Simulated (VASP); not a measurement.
A run of VASP 6.6.1:

INCAR

```
SYSTEM = SnTe
  PREC = Accurate
  ENCUT = 520
  EDIFF = 1E-7
  ISMEAR = 0
  SIGMA = 0.03
  LREAL = .FALSE.
  LASPH = .TRUE.
  NELM = 100
  ALGO = Normal
  ISIF = 2
  LWAVE = .FALSE.
  LCHARG = .TRUE.
  GGA = PE
  LELF = .TRUE.
  LVHAR = .TRUE.
  NBANDS = 17
```

The input KPOINTS:

```
Automatic mesh
0
G
  10 10 10
  0 0 0
```

POSCAR

```
SnTe
1.0
    0.0000000000      3.1091525000      3.0618050000
    3.1091525000      0.0000000000      3.0618050000
    3.1091525000      3.1091525000      0.0000000000
Sn Te
1 1
Direct
    0.0000000000      0.0000000000      0.0000000000
    0.5000000000      0.5000000000      0.5000000000
```

Potentials or basis: VASP PAW PBE potentials, release 64 (Sn_d, Te).

Run with:

```bash
$ cat potpaw_PBE.64/Sn_d/POTCAR potpaw_PBE.64/Te/POTCAR > POTCAR
$ mpirun -np 1 vasp_std > vasp.out
```

Hardware: 1 thread of Intel(R) Xeon(R) 6975P-C (Granite Rapids), with other jobs on the host.

Question: Estimate the wall time of this run.

Answer: It took 52 s on 1 thread of Intel(R) Xeon(R) 6975P-C (Granite Rapids), with other jobs on the host, peak memory 0.25 GiB. Counts: scf iterations 16, k points 102.
